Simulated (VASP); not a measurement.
# Ir (Fm-3m) in VASP: a series of runs

Ir is run at these levels: PBEsol; tasks: electric field gradients.

All numbers are computed with VASP 6.6.1; they aren't measurements. Logs are shortened: lines on timing, memory, paths and dates and some standing lists are left out, and cuts for length are marked.

## (1) The cell of the first run

It takes space group Fm-3m (No. 225, cubic). Conventional cell: a = 3.788 Å, b = 3.788 Å, c = 3.788 Å, α = 90.00°, β = 90.00°, γ = 90.00°. Ir (site symmetry m-3m) has 12 Ir at 2.68 Å within 3.5 Å.

## (2) Electric field gradients, PBEsol (volume scaled by 0.96)

INCAR

```
SYSTEM = Ir
ALGO = Normal
EDIFF = 1E-8
ENCUT = 520
GGA = PS
ISIF = 2
ISMEAR = -1
LASPH = .True.
LCHARG = .False.
LEFG = .True.
LREAL = .False.
LWAVE = .False.
NBANDS = 10
NELM = 60
PREC = Accurate
SIGMA = 0.05
```

KPOINTS

```
k-points
0
Gamma
  18 18 18
  0 0 0
```

POSCAR

```
Ir
1.0
    0.0000000000      1.8937549276      1.8937549276
    1.8937549276      0.0000000000      1.8937549276
    1.8937549276      1.8937549276      0.0000000000
Ir
1
Direct
    0.0000000000      0.0000000000      0.0000000000
```

Potentials or basis: VASP PAW PBE potentials, release 64 (Ir).

Started as:

```
cat potpaw_PBE.64/Ir/POTCAR > POTCAR
mpirun -np 1 vasp_std > vasp.out
```

OUTCAR:

```text
SYSTEM = Ir
   EDIFF = 1E-8
   ENCUT = 520
   GGA = PS
   ISIF = 2
   ISMEAR = -1
   LASPH = .True.
   LREAL = .False.
   NELM = 60
   PREC = Accurate

 ion  position               nearest neighbor table
   1  0.000  0.000  0.000-

  LATTYP: Found a face centered cubic cell.
 ALAT       =     3.7875098552

  Lattice vectors:

 A1 = (   0.0000000000,   1.8937549276,   1.8937549276)
 A2 = (   1.8937549276,   0.0000000000,   1.8937549276)
 A3 = (   1.8937549276,   1.8937549276,   0.0000000000)

Analysis of symmetry for initial positions (statically):
=====================================================================
 Subroutine PRICEL returns:
 Original cell was already a primitive cell.

 Routine SETGRP: Setting up the symmetry group for a
 face centered cubic supercell.

 Subroutine GETGRP returns: Found 48 space group operations
 (whereof 48 operations were pure point group operations)
 out of a pool of 48 trial point group operations.

The static configuration has the point symmetry O_h .

Analysis of symmetry for dynamics (positions and initial velocities):
=====================================================================
 Subroutine PRICEL returns:
 Original cell was already a primitive cell.

 Routine SETGRP: Setting up the symmetry group for a
 face centered cubic supercell.

 Subroutine GETGRP returns: Found 48 space group operations
 (whereof 48 operations were pure point group operations)
 out of a pool of 48 trial point group operations.

The dynamic configuration has the point symmetry O_h .

 Subroutine INISYM returns: Found 48 space group operations
 (whereof 48 operations are pure point group operations),
 and found     1 'primitive' translations

----------------------------------------------------------------------------------------

                                     Primitive cell

  volume of cell :      13.5832

  direct lattice vectors                    reciprocal lattice vectors
     0.000000000  1.893754928  1.893754928    -0.264025716  0.264025716  0.264025716
     1.893754928  0.000000000  1.893754928     0.264025716 -0.264025716  0.264025716
     1.893754928  1.893754928  0.000000000     0.264025716  0.264025716 -0.264025716

  length of vectors
     2.678173902  2.678173902  2.678173902     0.457305954  0.457305954  0.457305954

  position of ions in fractional coordinates (direct lattice)
     0.000000000  0.000000000  0.000000000

  ion indices of the primitive-cell ions
   primitive index   ion index
                 1           1

----------------------------------------------------------------------------------------

 KPOINTS: k-points

Automatic generation of k-mesh.
 Grid dimensions read from file:
 generate k-points for:   18   18   18

 Generating k-lattice:

  Cartesian coordinates                     Fractional coordinates (reciprocal lattice)
    -0.014668095  0.014668095  0.014668095     0.055555556  0.000000000  0.000000000
     0.014668095 -0.014668095  0.014668095     0.000000000  0.055555556  0.000000000
     0.014668095  0.014668095 -0.014668095     0.000000000  0.000000000  0.055555556

  Length of vectors
     0.025405886  0.025405886  0.025405886

  Shift w.r.t. Gamma in fractional coordinates (k-lattice)
     0.000000000  0.000000000  0.000000000

 Subroutine IBZKPT returns following result:
 ===========================================

 Found    195 irreducible k-points:

 Following reciprocal coordinates:
            Coordinates               Weight
  0.000000  0.000000  0.000000      1.000000
  0.055556  0.000000  0.000000      8.000000
  0.111111  0.000000  0.000000      8.000000
  0.166667  0.000000  0.000000      8.000000
  0.222222  0.000000  0.000000      8.000000
  0.277778  0.000000  0.000000      8.000000
[... 16 lines left out ...]
 -0.277778  0.055556  0.000000     24.000000
 -0.222222  0.055556  0.000000     24.000000
 [... further k-points ...]
   k-points           NKPTS =    195   k-points in BZ     NKDIM =    195   number of bands    NBANDS=     10
   number of dos      NEDOS =    301   number of ions     NIONS =      1
   total plane-waves  NPLWV =   8000
   dimension x,y,z NGX =    20 NGY =   20 NGZ =   20
   dimension x,y,z NGXF=    40 NGYF=   40 NGZF=   40
   ions per type =               1
   NGX,Y,Z   is equivalent  to a cutoff of  12.41, 12.41, 12.41 a.u.
   NGXF,Y,Z  is equivalent  to a cutoff of  24.83, 24.83, 24.83 a.u.
 SYSTEM =  Ir
   PREC   = accura    normal or accurate (medium, high low for compatibility)
   ISTART =      0    job   : 0-new  1-cont  2-samecut
   ICHARG =      2    charge: 1-file 2-atom 10-const
   ISPIN  =      1    spin polarized calculation?
   LNONCOLLINEAR =      F non collinear calculations
   LSORBIT =      F    spin-orbit coupling
   LASPH  =      T    aspherical Exc in radial PAW
   ENCUT  =  520.0 eV  38.22 Ry    6.18 a.u.   4.98  4.98  4.98*2*pi/ulx,y,z
   NELM   =     60;   NELMIN=  2; NELMDL= -5     # of ELM steps
   EDIFF  = 0.1E-07   stopping-criterion for ELM
   LREAL  =      F    real-space projection
   EDIFFG = 0.1E-06   stopping-criterion for IOM
   NSW    =      0    number of steps for IOM
   IBRION =     -1    ionic relax: 0-MD 1-quasi-New 2-CG
   NFREE  =      0    steps in history (QN), initial steepest desc. (CG)
   ISIF   =      2    stress and relaxation
   ISYM   =      2    0-nonsym 1-usesym 2-fastsym
   POTIM  = 0.5000    time-step for ionic-motion
   TEBEG  =    0.0;   TEEND  =   0.0 temperature during run
   PSTRESS=    0.0 pullay stress
   NELECT =       9.0000    total number of electrons
   NUPDOWN=      -1.0000    fix difference up-down
   EMIN   =  10.00;   EMAX   =-10.00  energy-range for DOS
   EFERMI =   0.00;   METHOD = LEGACY
   ISMEAR =    -1;   SIGMA  =   0.05  broadening in eV -4-tet -1-fermi 0-gaus
   EFERMI_NEDOS =   21; number of points for ismear=-14 and -15
   IALGO  =     38    algorithm
   IMIX   =      4    mixing-type and parameters
     AMIX     =   0.40;   BMIX     =  1.00
     AMIX_MAG =   1.60;   BMIX_MAG =  1.00
  volume/ion in A,a.u.               =      13.58        91.66
  Fermi-wavevector in a.u.,A,eV,Ry     =   1.427212  2.697040 27.714180  2.036935
  Thomas-Fermi vector in A             =   2.547406
   LORBIT       =      0    0 simple, 1 ext, 2 COOP (PROOUT), +10 PAW based schemes
   GGA     = PS    functional components
   LHFCALC =     F    Hartree Fock is set to
   AEXX    =    0.0000 exact exchange contribution
   IVDW    =     0    specifies the selected vdW correction
   LEPSILON=     F    determine dielectric tensor
   LRPA    =     F    only Hartree local field effects (RPA)
 non-spin polarized calculation
  energy-cutoff  :      520.00
  volume of cell :       13.58
 maximum number of plane-waves:       376
   NGX =  9   NGY =  9   NGZ =  9

 number of electron       9.0000001 magnetization

 Free energy of the ion-electron system (eV)
  ---------------------------------------------------
  ext. energy  EPLUGINS =         0.00000000
  ---------------------------------------------------
  free energy    TOTEN  =        -9.80137459 eV

  energy without entropy =       -9.79375262  energy(sigma->0) =       -9.79756360

 E-fermi :  11.0085     XC(G=0): -14.3413

 val. band max:       11.0023873163   @ k =   0.5000   0.2222   0.1111
 cond. band min:      11.0246654604   @ k =   0.3333   0.1111   0.0556
 fundamental gap:      0.0222781441
 Fermi energy:        11.0085237149

 k-point     1 :       0.0000    0.0000    0.0000
  band No.  band energies     occupation
      1      -0.6690      2.00000
      2       6.8158      2.00000
      3       6.8158      2.00000
      4       6.8158      2.00000
      5       9.7125      2.00000
      6       9.7125      2.00000
      7      25.1984      0.00000
      8      31.0190      0.00000
      9      31.0190      0.00000
     10      31.0190      0.00000

 k-point     2 :       0.0556    0.0000    0.0000
  band No.  band energies     occupation
      1      -0.5251      2.00000
      2       6.7359      2.00000
      3       6.8797      2.00000
      4       6.8797      2.00000
      5       9.6694      2.00000
      6       9.6694      2.00000
      7      25.4534      0.00000
      8      30.2537      0.00000
      9      31.2604      0.00000
     10      31.2604      0.00000
[... 274 lines left out ...]
 k-point    24 :      -0.2222    0.0556    0.0000
  band No.  band energies     occupation
      1       1.6247      2.00000
      2       6.1076      2.00000
      3       7.3018      2.00000
      4       7.3996      2.00000
      5       9.3848      2.00000
      6      10.3114      2.00000
      7      25.2597      0.00000
      8      28.1575      0.00000
      9      33.4534      0.00000
     10      34.6958      0.00000

 [... further k-points ...]
[... 5 lines left out ...]
  --------------------------------------------------------------------------------------
  -------------------------------------------------------------------------------------
  Total        1.3140861      1.3140861      1.3140861     -0.0000000      0.0000000     -0.0000000
  in kB      155.0004957    155.0004957    155.0004957     -0.0000000      0.0000000     -0.0000000
  external PRESSURE =     155.0004957 kB  Pullay stress =       0.0000000 kB

 VOLUME and BASIS-vectors are now :
 -----------------------------------------------------------------------------
  energy-cutoff  :      520.00
  volume of cell :       13.58
      direct lattice vectors                 reciprocal lattice vectors
     0.000000000  1.893754928  1.893754928    -0.264025716  0.264025716  0.264025716
     1.893754928  0.000000000  1.893754928     0.264025716 -0.264025716  0.264025716
     1.893754928  1.893754928  0.000000000     0.264025716  0.264025716 -0.264025716

 POSITION                                       TOTAL-FORCE (eV/Angst)
 -----------------------------------------------------------------------------------
      0.00000      0.00000      0.00000        -0.000000     -0.000000      0.000000
 -----------------------------------------------------------------------------------
    total drift:                                0.000000      0.000000      0.000000

  FREE ENERGIE OF THE ION-ELECTRON SYSTEM (eV)
  ---------------------------------------------------
  free  energy   TOTEN  =        -9.8013745856 eV

  energy  without entropy=       -9.7937526185  energy(sigma->0) =       -9.79756360

 Electric field gradients (V/A^2)
---------------------------------------------------------------------
 ion       V_xx      V_yy      V_zz      V_xy      V_xz      V_yz
---------------------------------------------------------------------
   1       0.000     0.000    -0.000     0.000     0.000     0.000
---------------------------------------------------------------------

 Electric field gradients after diagonalization (V/A^2)
 (convention: |V_zz| > |V_xx| > |V_yy|)
----------------------------------------------------------------------
 ion       V_xx      V_yy      V_zz     asymmetry (V_yy - V_xx)/ V_zz
----------------------------------------------------------------------
   1      -0.000    -0.000     0.000       0.000
----------------------------------------------------------------------

           NMR quadrupolar parameters

 Cq : quadrupolar parameter    Cq=e*Q*V_zz/h
 eta: asymmetry parameters     (V_yy - V_xx)/ V_zz
 Q  : nuclear electric quadrupole moment in mb (millibarn)
----------------------------------------------------------------------
 ion       Cq(MHz)       eta       Q (mb)
----------------------------------------------------------------------
   1       0.000       0.000       1.000
----------------------------------------------------------------------
```

Wall time 17 s (1 thread of Intel Xeon Platinum 8488C (Sapphire Rapids), shared host); peak memory 0.15 GiB.

Results:

```yaml
Free_energy: -9.8014 eV
Pressure: 15.5 GPa
```

Caveat: without QUAD_EFG the Cq values of the log hold for a quadrupole moment of 1 mb, not for the nuclei; the PAW data sets were made with another functional, which shifts forces and pressure a little; spin-orbit coupling is left out, which moves the levels of the heavy elements.

## (3) Electric field gradients, PBEsol (volume scaled by 0.98)

INCAR

```
SYSTEM = Ir
  PREC = Accurate
  ENCUT = 520
  EDIFF = 1E-8
  ISMEAR = -1
  SIGMA = 0.05
  LREAL = .False.
  LASPH = .True.
  NELM = 80
  ALGO = Normal
  ISIF = 2
  LWAVE = .False.
  LCHARG = .False.
  GGA = PS
  LEFG = .True.
  NBANDS = 10
```

KPOINTS

```
regular mesh
0
Gamma
  18 18 18
  0 0 0
```

POSCAR

```
Ir
1.0
    0.0000000000      1.9068157192      1.9068157192
    1.9068157192      0.0000000000      1.9068157192
    1.9068157192      1.9068157192      0.0000000000
Ir
1
Direct
    0.0000000000      0.0000000000      0.0000000000
```

Potentials or basis: VASP PAW PBE potentials, release 64 (Ir).

Started as:

```
cat potpaw_PBE.64/Ir/POTCAR > POTCAR
mpirun -np 1 vasp_std > vasp.out
```

OUTCAR:

```text
SYSTEM = Ir
   PREC = Accurate
   ENCUT = 520
   EDIFF = 1E-8
   ISMEAR = -1
   LREAL = .False.
   LASPH = .True.
   NELM = 80
   ISIF = 2
   GGA = PS

 ion  position               nearest neighbor table
   1  0.000  0.000  0.000-

  LATTYP: Found a face centered cubic cell.
 ALAT       =     3.8136314384

  Lattice vectors:

 A1 = (   0.0000000000,   1.9068157192,   1.9068157192)
 A2 = (   1.9068157192,   0.0000000000,   1.9068157192)
 A3 = (   1.9068157192,   1.9068157192,   0.0000000000)

[... 515 lines left out ...]
    total drift:                                0.000000      0.000000      0.000000

  FREE ENERGIE OF THE ION-ELECTRON SYSTEM (eV)
  ---------------------------------------------------
  free  energy   TOTEN  =        -9.8206261291 eV

  energy  without entropy=       -9.8127274373  energy(sigma->0) =       -9.81667678

 Electric field gradients (V/A^2)
---------------------------------------------------------------------
 ion       V_xx      V_yy      V_zz      V_xy      V_xz      V_yz
---------------------------------------------------------------------
   1       0.000     0.000    -0.000     0.000     0.000     0.000
---------------------------------------------------------------------

 Electric field gradients after diagonalization (V/A^2)
 (convention: |V_zz| > |V_xx| > |V_yy|)
----------------------------------------------------------------------
 ion       V_xx      V_yy      V_zz     asymmetry (V_yy - V_xx)/ V_zz
----------------------------------------------------------------------
   1      -0.000    -0.000     0.000       0.000
----------------------------------------------------------------------

           NMR quadrupolar parameters

 Cq : quadrupolar parameter    Cq=e*Q*V_zz/h
 eta: asymmetry parameters     (V_yy - V_xx)/ V_zz
 Q  : nuclear electric quadrupole moment in mb (millibarn)
----------------------------------------------------------------------
 ion       Cq(MHz)       eta       Q (mb)
----------------------------------------------------------------------
   1       0.000       0.000       1.000
----------------------------------------------------------------------
```

Run time: 20 s. Hardware: 1 thread of Intel Xeon Platinum 8488C (Sapphire Rapids), shared host; peak memory 0.15 GiB.

Results:

| Property | Result |
| --- | --- |
| Free energy | -9.8206 eV |
| Pressure | 6.4 GPa |

Levels at points of the mesh, in eV from the Fermi level:
```csv
k point,band 1,band 2,band 3,band 4,band 5,band 6,band 7,band 8,band 9
"(0.00, 0.00, 0.00)",-11.45,-4.06,-4.06,-4.06,-1.26,-1.26,14.24,19.94,19.94
"(0.50, 0.00, 0.00)",-8.39,-4.16,-4.16,-0.91,0.91,0.91,7.40,13.77,19.90
"(0.50, 0.50, 0.00)",-8.22,-7.63,0.89,1.50,1.50,1.61,10.71,11.72,11.72
```

Caveat: without QUAD_EFG the Cq values of the log hold for a quadrupole moment of 1 mb, not for the nuclei; the PAW data sets were made with another functional, which shifts forces and pressure a little; spin-orbit coupling is left out, which moves the levels of the heavy elements.
